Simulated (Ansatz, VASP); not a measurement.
# GaN in VASP and in Ansatz

```
Ga N
1.0
     0.00000    2.25350    2.25350
     2.25350    0.00000    2.25350
     2.25350    2.25350    0.00000
Ga N
1 1
Cartesian
  0.0000 0.0000 0.0000
  1.1268 1.1268 1.1268
```

Alike in both runs: task single point; functional PBE; k mesh 10 × 10 × 10; occupations fermi-dirac, width 0.05 eV; non-collinear spin, spin-orbit coupling.

|  | VASP | Ansatz |
| --- | --- | --- |
| version | VASP 6.6.1 | Ansatz 0.2.0 |
| potentials or method | VASP PAW PBE potentials, release 64 (Ga_d, N) | Ansatz PAW |
| plane-wave cutoff (eV) | 520 | 420 |
| valence electrons in the cell | 18 | 18 |

|  | VASP | Ansatz | Ansatz less VASP |
| --- | --- | --- | --- |
| pressure (GPa) | 5.0 | 5.0 | -0.03 |
| net moment per atom (μB) | 0.00 | 0.00 | 0.000 |

With one functional, cell and mesh, what is left measures potentials, basis and numerics.
